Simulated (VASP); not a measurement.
Here is a VASP 6.6.1 calculation.

INCAR

```
SYSTEM = NiSb
ALGO = Normal
EDIFF = 1E-6
EDIFFG = -0.05
ENCUT = 600
GGA = PS
IBRION = 2
ISIF = 3
ISMEAR = 0
LASPH = .TRUE.
LCHARG = .FALSE.
LREAL = .FALSE.
LWAVE = .FALSE.
NELM = 60
NSW = 80
PREC = Accurate
SIGMA = 0.1
```

KPOINTS

```
k-points
0
G
  6 6 6
  0 0 0
```

File POSCAR:

```
NiSb
1.0
    2.1194084817     -2.1194312360      0.0000000000
    2.1194084817      2.1194312360      0.0000000000
    0.0000000000      0.0000000000      3.0086404134
Sb Ni
1 1
Direct
    0.0000000000      0.0000000000      0.0000000000
    0.5000000000      0.5000000000      0.5000000000
```

Potentials or basis: VASP PAW PBE potentials, release 64 (Sb, Ni).

Launch:

```console
$ cat potpaw_PBE.64/Sb/POTCAR potpaw_PBE.64/Ni/POTCAR > POTCAR
$ mpirun -np 1 vasp_std > vasp.out
```

Question: Predict the relaxed cell.

Answer: a = 3.218 Å, b = 3.218 Å, c = 3.227 Å, α = 90.00°, β = 90.00°, γ = 90.00°.

Question: Predict the space group after relaxing (to 0.05 Å).

Answer: Pm-3m (No. 221).

Stress tensor (GPa, compression positive):
```
-0.29  0.00  0.00
 0.00 -0.29  0.00
 0.00  0.00 -0.47
```

Caveat: the PAW data sets were made with another functional, which shifts forces and pressure a little; spin-orbit coupling is left out, which moves the levels of the heavy elements. Spin polarisation is off, so any magnetic state and its effect on volume and gap are missing.
